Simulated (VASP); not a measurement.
# Sn in VASP: a series of runs

Runs on Sn. Level: PBE. Tasks: relaxation of the atoms.

All numbers are computed with VASP 6.6.1; they aren't measurements. Logs are shortened: lines on timing, memory, paths and dates and some standing lists are left out, and cuts for length are marked.

## (1) The cell of the first run

The cell holds a slab with vacuum, 4 atoms: a = 4.706 Å, b = 4.706 Å, c = 20.803 Å, α = 90.00°, β = 90.00°, γ = 120.00°.

## (2) Relaxation of the atoms, PBE

File INCAR:

```
PREC = Accurate ; ENCUT = 520
EDIFF = 1E-6 ; ISMEAR = -1
SIGMA = 0.02 ; LREAL = F
LASPH = T ; NELM = 100
ALGO = Normal ; ISIF = 2
LWAVE = F ; LCHARG = F
LDIPOL = T ; IDIPOL = 3
DIPOL = 0.5 0.5 0.500 ; GGA = PE
IBRION = 2 ; NSW = 32
EDIFFG = -0.01
```

File KPOINTS:

```
regular mesh
0
Gamma
  6 6 1
```

File POSCAR:

```
Sn
1.0
    4.7064645918      0.0000000000      0.0000000000
   -2.3532322959      4.0759178986      0.0000000000
    0.0000000000      0.0000000000     20.8035000000
Sn
4
Direct
    0.1666666667      0.3333333333      0.3833337046
    0.5000000000      1.0000000000      0.4281493754
    0.5000000000      1.0000000000      0.5718507415
    0.8333333333      0.6666666667      0.6166661790
```

Potentials or basis: VASP PAW PBE potentials, release 64 (Sn_d).

Started as:

```
cat potpaw_PBE.64/Sn_d/POTCAR > POTCAR
mpirun -np 1 vasp_std > vasp.out
```

OUTCAR:

```text
PREC = Accurate
   ENCUT = 520
   EDIFF = 1E-6
   ISMEAR = -1
   LREAL = F
   LASPH = T
   NELM = 100
   ISIF = 2
   GGA = PE
   IBRION = 2
   NSW = 32
   EDIFFG = -0.01

 ion  position               nearest neighbor table
   1  0.167  0.333  0.383-   2 2.87   2 2.87   2 2.87
   2  0.500  0.000  0.428-   1 2.87   1 2.87   1 2.87   3 2.99
   3  0.500  0.000  0.572-   4 2.87   4 2.87   4 2.87   2 2.99
   4  0.833  0.667  0.617-   3 2.87   3 2.87   3 2.87

  LATTYP: Found a hexagonal cell.
 ALAT       =     4.7064645918
 C/A-ratio  =     4.4201968578

  Lattice vectors:

 A1 = (   4.7064645918,   0.0000000000,   0.0000000000)
 A2 = (  -2.3532322959,   4.0759178986,   0.0000000000)
 A3 = (   0.0000000000,   0.0000000000,  20.8035000000)

Analysis of symmetry for initial positions (statically):
=====================================================================
 Subroutine PRICEL returns:
 Original cell was already a primitive cell.

 Routine SETGRP: Setting up the symmetry group for a
 hexagonal supercell.

 Subroutine GETGRP returns: Found 12 space group operations
 (whereof  4 operations were pure point group operations)
 out of a pool of 24 trial point group operations.

The static configuration has the point symmetry C_2h.
 The point group associated with its full space group is D_3d.

Analysis of symmetry for dynamics (positions and initial velocities):
=====================================================================
 Subroutine PRICEL returns:
 Original cell was already a primitive cell.

 Routine SETGRP: Setting up the symmetry group for a
 hexagonal supercell.

 Subroutine GETGRP returns: Found 12 space group operations
 (whereof  4 operations were pure point group operations)
 out of a pool of 24 trial point group operations.

The dynamic configuration has the point symmetry C_2h.
 The point group associated with its full space group is D_3d.

 Subroutine INISYM returns: Found 12 space group operations
 (whereof  4 operations are pure point group operations),
 and found     1 'primitive' translations

----------------------------------------------------------------------------------------

                                     Primitive cell

  volume of cell :     399.0769

[... 78 lines left out ...]
   IBRION =      2    ionic relax: 0-MD 1-quasi-New 2-CG
   NFREE  =      1    steps in history (QN), initial steepest desc. (CG)
   ISIF   =      2    stress and relaxation
   ISYM   =      2    0-nonsym 1-usesym 2-fastsym
   POTIM  = 0.5000    time-step for ionic-motion
   TEBEG  =    0.0;   TEEND  =   0.0 temperature during run
   PSTRESS=    0.0 pullay stress
   NELECT =      56.0000    total number of electrons
   NUPDOWN=      -1.0000    fix difference up-down
   EMIN   =  10.00;   EMAX   =-10.00  energy-range for DOS
   EFERMI =   0.00;   METHOD = LEGACY
   ISMEAR =    -1;   SIGMA  =   0.02  broadening in eV -4-tet -1-fermi 0-gaus
   EFERMI_NEDOS =   21; number of points for ismear=-14 and -15
   IALGO  =     38    algorithm
   IMIX   =      4    mixing-type and parameters
     AMIX     =   0.40;   BMIX     =  1.00
     AMIX_MAG =   1.60;   BMIX_MAG =  1.00
  volume/ion in A,a.u.               =      99.77       673.28
  Fermi-wavevector in a.u.,A,eV,Ry     =   0.850717  1.607623  9.846809  0.723720
  Thomas-Fermi vector in A             =   1.966738
   LORBIT       =      0    0 simple, 1 ext, 2 COOP (PROOUT), +10 PAW based schemes
   GGA     = PE    functional components
   LHFCALC =     F    Hartree Fock is set to
   AEXX    =    0.0000 exact exchange contribution
   IVDW    =     0    specifies the selected vdW correction
   LEPSILON=     F    determine dielectric tensor
   LRPA    =     F    only Hartree local field effects (RPA)
 conjugate gradient relaxation of ions
 non-spin polarized calculation
  energy-cutoff  :      520.00
  volume of cell :      399.08
 maximum number of plane-waves:     10780
 NGX is ok and might be reduce to    36
   NGX = 17   NGY = 17   NGZ = 77

 dipolmoment           0.000000      0.000000      0.000000 electrons x Angstroem

 number of electron      56.0000024 magnetization

 dipolmoment           0.000000      0.000000     -0.000000 electrons x Angstroem

 Free energy of the ion-electron system (eV)
  ---------------------------------------------------
  ext. energy  EPLUGINS =         0.00000000
  ---------------------------------------------------
  free energy    TOTEN  =       -14.08676438 eV

  energy without entropy =      -14.08493022  energy(sigma->0) =      -14.08584730

 E-fermi :  -1.0063     XC(G=0):  -3.7907

 val. band max:       -1.0611731089   @ k =   0.3333   0.3333   0.0000
 cond. band min:      -0.9665933231   @ k =   0.0000   0.0000   0.0000
 fundamental gap:      0.0945797858
 Fermi energy:        -1.0062963747

 k-point     1 :       0.0000    0.0000    0.0000
  band No.  band energies     occupation
      1     -22.3274      2.00000
      2     -22.3274      2.00000
      3     -22.3205      2.00000
      4     -22.3113      2.00000
      5     -22.3113      2.00000
      6     -22.2462      2.00000
[... 241 lines left out ...]
     32       2.6065      0.00000
     33       3.7072      0.00000

------------------------ aborting loop because EDIFF is reached ----------------------------------------

 vacuum level on the upper side and lower side of the slab       (xc-potential included)        -0.101        -0.101

  FORCE on cell =-STRESS in cart. coord.  units (eV):
  Direction    XX          YY          ZZ          XY          YZ          ZX
  --------------------------------------------------------------------------------------
  -------------------------------------------------------------------------------------
  Total       -0.4443032     -0.4443032     -0.0354283      0.0000000     -0.0000000      0.0000000
  in kB       -1.7837474     -1.7837474     -0.1422342      0.0000000     -0.0000000      0.0000000
  external PRESSURE =      -1.2365763 kB  Pullay stress =       0.0000000 kB

 VOLUME and BASIS-vectors are now :
 -----------------------------------------------------------------------------
  energy-cutoff  :      520.00
  volume of cell :      399.08
      direct lattice vectors                 reciprocal lattice vectors
     4.706464592  0.000000000  0.000000000     0.212473712  0.122671755  0.000000000
    -2.353232296  4.075917899  0.000000000     0.000000000  0.245343509  0.000000000
     0.000000000  0.000000000 20.803500000     0.000000000  0.000000000  0.048068835

 POSITION                                       TOTAL-FORCE (eV/Angst)
 -----------------------------------------------------------------------------------
      0.00000      1.35864      7.97468        -0.000000      0.000000     -0.004446
      2.35323      0.00000      8.90701        -0.000000      0.000000      0.002220
      2.35323      0.00000     11.89650         0.000000     -0.000000     -0.002220
      2.35323      2.71728     12.82881         0.000000     -0.000000      0.004446
 -----------------------------------------------------------------------------------
    total drift:                                0.000000     -0.000000      0.000133

  FREE ENERGIE OF THE ION-ELECTRON SYSTEM (eV)
  ---------------------------------------------------
  free  energy   TOTEN  =       -14.0867643822 eV

  energy  without entropy=      -14.0849302191  energy(sigma->0) =      -14.08584730

 reached required accuracy - stopping structural energy minimisation

 vacuum level on the upper side and lower side of the slab         3.208         3.208
```

OSZICAR:

```text
N       E                     dE             d eps       ncg     rms          rms(c)
DAV:   1     0.423974132928E+03    0.42397E+03   -0.28031E+04   574   0.164E+03
DAV:   2     0.258362628644E+02   -0.39814E+03   -0.39421E+03   513   0.376E+02
DAV:   3    -0.125855783055E+02   -0.38422E+02   -0.38260E+02   549   0.149E+02
[... 15 lines left out ...]
DAV:  19    -0.140867517822E+02   -0.24661E-04   -0.15135E-06   317   0.615E-03    0.942E-04
DAV:  20    -0.140867594611E+02   -0.76789E-05   -0.42467E-07   333   0.579E-03    0.423E-04
DAV:  21    -0.140867630927E+02   -0.36316E-05   -0.18472E-07   307   0.293E-03    0.155E-04
DAV:  22    -0.140867642630E+02   -0.11703E-05   -0.64990E-08   347   0.298E-03    0.595E-05
DAV:  23    -0.140867643822E+02   -0.11921E-06   -0.69287E-09   258   0.106E-03
   1 F= -.14086764E+02 E0= -.14085847E+02  d E =-.140868E+02
```

Run time: 2.6 min. Hardware: 1 thread of Intel Xeon Platinum 8259CL at 2.50GHz (Skylake/Cascade Lake), shared host; peak memory 0.48 GiB.

What came out:

- Free energy: -14.0868 eV
- Largest force after relaxing: 0.004 eV/Å
- Band gap on the k mesh: zero (bands 28 and 29 overlap by 0.09 eV)

Forces on the atoms (eV/Å):
```
Sn   0.000  0.000 -0.004
Sn   0.000  0.000  0.002
Sn   0.000  0.000 -0.002
Sn   0.000  0.000  0.004
```

Final structure:
```
CELL_PARAMETERS angstrom
4.70646 0.00000 0.00000
-2.35323 4.07592 0.00000
0.00000 0.00000 20.80350
ATOMIC_POSITIONS crystal
Sn 0.16667 0.33333 0.38333
Sn 0.50000 0.00000 0.42815
Sn 0.50000 0.00000 0.57185
Sn 0.83333 0.66667 0.61667
```

Caveat: the relaxation stopped at its first step, so nothing moved; spin-orbit coupling is left out, which moves the levels of the heavy elements.

## (3) Relaxation of the atoms, PBE

File INCAR:

```
ALGO = Normal
DIPOL = 0.5 0.5 0.500
EDIFF = 1E-6
EDIFFG = -0.01
ENCUT = 520
GGA = PE
IBRION = 2
IDIPOL = 3
ISIF = 2
ISMEAR = -1
LASPH = True
LCHARG = False
LDIPOL = True
LREAL = False
LWAVE = False
NELM = 100
NSW = 60
PREC = Accurate
SIGMA = 0.02
```

File KPOINTS:

```
k-points
0
Gamma
  6 6 1
```

File POSCAR:

```
Sn
1.0
    4.7064645918      0.0000000000      0.0000000000
   -2.3532322959      4.0759178986      0.0000000000
    0.0000000000      0.0000000000     20.8035000000
Sn
4
Direct
    0.1666666665      0.3333333335      0.3845503085
    0.5000000005      0.9999999995      0.4307301854
    0.5000000005      0.9999999995      0.5692698151
    0.8333333335      0.6666666665      0.6154496915
```

Potentials or basis: VASP PAW PBE potentials, release 64 (Sn_d).

Started as:

```
cat potpaw_PBE.64/Sn_d/POTCAR > POTCAR
mpirun -np 1 vasp_std > vasp.out
```

OUTCAR:

```text
EDIFF = 1E-6
   EDIFFG = -0.01
   ENCUT = 520
   GGA = PE
   IBRION = 2
   ISIF = 2
   ISMEAR = -1
   LASPH = True
   LREAL = False
   NELM = 100
   NSW = 60
   PREC = Accurate

 ion  position               nearest neighbor table
   1  0.167  0.333  0.385-   2 2.88   2 2.88   2 2.88
   2  0.500  1.000  0.431-   1 2.88   1 2.88   3 2.88   1 2.88
   3  0.500  1.000  0.569-   4 2.88   4 2.88   4 2.88   2 2.88
   4  0.833  0.667  0.615-   3 2.88   3 2.88   3 2.88

  LATTYP: Found a hexagonal cell.
 ALAT       =     4.7064645918
 C/A-ratio  =     4.4201968578

  Lattice vectors:

 A1 = (   4.7064645918,   0.0000000000,   0.0000000000)
 A2 = (  -2.3532322959,   4.0759178986,   0.0000000000)
 A3 = (   0.0000000000,   0.0000000000,  20.8035000000)

Analysis of symmetry for initial positions (statically):
=====================================================================
 Subroutine PRICEL returns:
 Original cell was already a primitive cell.

 Routine SETGRP: Setting up the symmetry group for a
 hexagonal supercell.

 Subroutine GETGRP returns: Found 12 space group operations
 (whereof  4 operations were pure point group operations)
 out of a pool of 24 trial point group operations.

The static configuration has the point symmetry C_2h.
 The point group associated with its full space group is D_3d.

Analysis of symmetry for dynamics (positions and initial velocities):
=====================================================================
 Subroutine PRICEL returns:
 Original cell was already a primitive cell.

 Routine SETGRP: Setting up the symmetry group for a
 hexagonal supercell.

 Subroutine GETGRP returns: Found 12 space group operations
 (whereof  4 operations were pure point group operations)
[... 117 lines left out ...]
   IVDW    =     0    specifies the selected vdW correction
   LEPSILON=     F    determine dielectric tensor
   LRPA    =     F    only Hartree local field effects (RPA)
 conjugate gradient relaxation of ions
 non-spin polarized calculation
  energy-cutoff  :      520.00
  volume of cell :      399.08
 maximum number of plane-waves:     10780
 NGX is ok and might be reduce to    36
   NGX = 17   NGY = 17   NGZ = 77

 dipolmoment           0.000000      0.000000      0.000000 electrons x Angstroem

--------------------------------------- Ionic step        1  -------------------------------------------

 number of electron      56.0000016 magnetization

 Free energy of the ion-electron system (eV)
  ---------------------------------------------------
  ext. energy  EPLUGINS =         0.00000000
  ---------------------------------------------------
  free energy    TOTEN  =       -14.06984006 eV

  energy without entropy =      -14.06945942  energy(sigma->0) =      -14.06964974

------------------------ aborting loop because EDIFF is reached ----------------------------------------

  FORCE on cell =-STRESS in cart. coord.  units (eV):
  Direction    XX          YY          ZZ          XY          YZ          ZX
  --------------------------------------------------------------------------------------
  -------------------------------------------------------------------------------------
  Total       -0.5697793     -0.5697793      0.8018907     -0.0000000      0.0000000     -0.0000000
  in kB       -2.2874974     -2.2874974      3.2193568     -0.0000000      0.0000000     -0.0000000
  external PRESSURE =      -0.4518794 kB  Pullay stress =       0.0000000 kB
[... 291 lines left out ...]
--------------------------------------- Ionic step        9  -------------------------------------------

 number of electron      56.0000024 magnetization

 dipolmoment           0.000000      0.000000     -0.000000 electrons x Angstroem

 Free energy of the ion-electron system (eV)
  ---------------------------------------------------
  ext. energy  EPLUGINS =         0.00000000
  ---------------------------------------------------
  free energy    TOTEN  =       -14.08676161 eV

  energy without entropy =      -14.08498626  energy(sigma->0) =      -14.08587394

 E-fermi :  -1.0054     XC(G=0):  -3.8013

 val. band max:       -1.0612787183   @ k =   0.3333   0.3333   0.0000
 cond. band min:      -0.9646335956   @ k =   0.0000   0.0000   0.0000
 fundamental gap:      0.0966451227
 Fermi energy:        -1.0053989552

 k-point     1 :       0.0000    0.0000    0.0000
  band No.  band energies     occupation
      1     -22.3266      2.00000
      2     -22.3266      2.00000
      3     -22.3202      2.00000
      4     -22.3105      2.00000
      5     -22.3105      2.00000
      6     -22.2454      2.00000
[... 241 lines left out ...]
     32       2.6056      0.00000
     33       3.7073      0.00000

------------------------ aborting loop because EDIFF is reached ----------------------------------------

 vacuum level on the upper side and lower side of the slab       (xc-potential included)        -0.155        -0.155

  FORCE on cell =-STRESS in cart. coord.  units (eV):
  Direction    XX          YY          ZZ          XY          YZ          ZX
  --------------------------------------------------------------------------------------
  -------------------------------------------------------------------------------------
  Total       -0.4569380     -0.4569380     -0.0351334      0.0000000      0.0000000      0.0000000
  in kB       -1.8344724     -1.8344724     -0.1410502      0.0000000      0.0000000      0.0000000
  external PRESSURE =      -1.2699984 kB  Pullay stress =       0.0000000 kB
[... 19 lines left out ...]
  FREE ENERGIE OF THE ION-ELECTRON SYSTEM (eV)
  ---------------------------------------------------
  free  energy   TOTEN  =       -14.0867616131 eV

  energy  without entropy=      -14.0849862589  energy(sigma->0) =      -14.08587394

 reached required accuracy - stopping structural energy minimisation

 vacuum level on the upper side and lower side of the slab         3.145         3.145
```

OSZICAR:

```text
N       E                     dE             d eps       ncg     rms          rms(c)
DAV:   1     0.421548332479E+03    0.42155E+03   -0.28070E+04   574   0.164E+03
DAV:   2     0.246724237639E+02   -0.39688E+03   -0.39350E+03   519   0.377E+02
DAV:   3    -0.126295453426E+02   -0.37302E+02   -0.36735E+02   548   0.148E+02
[... 79 lines left out ...]
DAV:   3    -0.140867462717E+02   -0.46935E-04   -0.57817E-04   560   0.352E-01    0.504E-02
DAV:   4    -0.140867563442E+02   -0.10073E-04   -0.90459E-05   630   0.129E-01    0.433E-02
DAV:   5    -0.140867603977E+02   -0.40535E-05   -0.14869E-05   493   0.983E-02    0.988E-03
DAV:   6    -0.140867616704E+02   -0.12726E-05   -0.55056E-06   464   0.274E-02    0.127E-03
DAV:   7    -0.140867616131E+02    0.57248E-07   -0.14479E-06   277   0.132E-02
   9 F= -.14086762E+02 E0= -.14085874E+02  d E =-.217088E-02
```

CONTCAR:

```text
Sn
   1.00000000000000
     4.7064645917999997    0.0000000000000000    0.0000000000000000
    -2.3532322958999998    4.0759178986000002    0.0000000000000000
     0.0000000000000000    0.0000000000000000   20.8034999999999997
  Sn
     4
Direct
     0.1666666664999994    0.3333333335000006    0.3833424070745258
     0.5000000005000018    0.9999999994999982    0.4281954081899758
     0.5000000005000018    0.9999999994999982    0.5718045923100259
     0.8333333335000006    0.6666666664999994    0.6166575929254743

  0.00000000E+00  0.00000000E+00  0.00000000E+00
  0.00000000E+00  0.00000000E+00  0.00000000E+00
  0.00000000E+00  0.00000000E+00  0.00000000E+00
  0.00000000E+00  0.00000000E+00  0.00000000E+00
```

Wall time 15 min (1 thread of Oxide Virtual Turin-like, shared host); peak memory 0.47 GiB.

Results:

```
Free energy                  : -14.0868 eV
Energy gained by relaxing    : 4.2 meV/atom
Ionic steps                  : 9
Largest force after relaxing : 0.005 eV/Å
Band gap on the k mesh       : zero (bands 28 and 29 overlap by 0.10 eV)
```

Forces in eV/Å, atoms in the order of the input:
```
Sn   0.000  0.000 -0.005
Sn   0.000  0.000 -0.004
Sn   0.000  0.000  0.004
Sn   0.000  0.000  0.005
```

Step by step:
```csv
step,energy change (eV),largest force (eV/Å),pressure (GPa)
1,0.0000,0.3626,-0.05
2,-0.0098,0.1991,-0.05
3,-0.0147,0.0600,-0.04
4,-0.0147,0.0639,-0.03
5,-0.0148,0.0652,-0.03
6,-0.0153,0.0545,-0.05
7,-0.0164,0.0310,-0.08
8,-0.0168,0.0235,-0.15
9,-0.0169,0.0045,-0.13
```

Final structure:
```
Sn
1.0
     4.70646    0.00000    0.00000
    -2.35323    4.07592    0.00000
     0.00000    0.00000   20.80350
Sn
4
Direct
  0.16667 0.33333 0.38334
  0.50000 0.00000 0.42820
  0.50000 0.00000 0.57180
  0.83333 0.66667 0.61666
```

Caveat: spin-orbit coupling is left out, which moves the levels of the heavy elements.
